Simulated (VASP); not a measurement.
**Si: single point with LDA**

Crystal: Si.

```
Si
1.0
     0.00000    2.71356    2.71356
     2.71356    0.00000    2.71356
     2.71356    2.71356    0.00000
Si
2
Direct
  0.74677 0.74541 0.74653
  0.49673 0.49550 0.49646
```

```yaml
Program: VASP 6.6.1
Task: single point
Functional: LDA
Potentials_or_basis: VASP PAW LDA potentials, release 64 (Si)
Cutoff: 520 eV
k_mesh: 7 × 7 × 7
Occupations: methfessel-paxton, width 0.05 eV
Spin: no spin polarisation
Dipole_correction: no
Further_INCAR_settings: ALGO = Normal; EDIFF = 1e-06; NBANDS = 11
```

| Property | Result |
| --- | --- |
| Pressure | -1.2 GPa |
| Largest force | 0.004 eV/Å |
| Band gap on the k mesh | 0.46 eV (least direct gap 2.52 eV) |

Forces in eV/Å, atoms in the order of the input:
```
Si   0.000 -0.004  0.001
Si   0.000  0.004 -0.001
```

Levels at points of the mesh, in eV from the valence-band top:
```tsv
k point	band 1	band 2	band 3	band 4	band 5	band 6	band 7	band 8	band 9
(0.00, 0.00, 0.00)	-11.97	0.00	0.00	0.00	2.52	2.52	2.52	3.23	7.68
```

Wall time 110 s on 1 thread of Intel Xeon 8259CL (shared host), peak memory 0.18 GiB.

Caveat: an odd mesh through Γ misses points on the zone boundary, where band edges can lie. A hybrid or GW would open this gap; LDA tends to underestimate it.
